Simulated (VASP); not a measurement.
Write the native input for VASP 6.6.1 that does the following.

```yaml
Task: single point
Functional: PBEsol
Potentials_or_basis: VASP PAW PBE potentials, release 64 (Rh_pv)
Cutoff: 520 eV
k_mesh: 21 × 21 × 12
Occupations: gaussian, width 0.15 eV
Spin: no spin polarisation
Dipole_correction: no
Further_INCAR_settings: ALGO = Fast; EDIFF = 1e-06; NBANDS = 22
```

The structure of Rh lies in POSCAR:

```
Rh
1.0
    2.7981970883      0.0000000000      0.0000000000
   -1.3990985441      2.4233097632      0.0000000000
    0.0000000000      0.0000000000      4.1575612338
Rh
2
Direct
    0.6666666667      0.3333333333      0.7500000000
    0.3333333333      0.6666666667      0.2500000000
```

This isn't the form of Rh at room conditions, which is fcc.

One way to write it, as run:

INCAR

```
PREC = Accurate ; ENCUT = 520
EDIFF = 1E-6 ; ISMEAR = 0
SIGMA = 0.15 ; LREAL = False
LASPH = True ; NELM = 100
ALGO = Fast ; ISIF = 2
LWAVE = False ; LCHARG = False
GGA = PS ; NBANDS = 22
```

KPOINTS

```
regular mesh
0
Gamma
  21 21 12
```

Potentials or basis: VASP PAW PBE potentials, release 64 (Rh_pv).

Run with:

```bash
$ cat potpaw_PBE.64/Rh_pv/POTCAR > POTCAR
$ mpirun -np 1 vasp_std > vasp.out
```

It gave:

The pressure is -8.1 GPa. The band gap on the k mesh is zero (bands 15 and 16 overlap by 2.03 eV).

Caveat: the stress differs along the axes, from -14 to 4 GPa; the PAW data sets were made with another functional, which shifts forces and pressure a little.

Run time: 63 s on 1 thread of Intel(R) Xeon(R) 6975P-C (Granite Rapids) (shared host), peak memory 0.27 GiB.
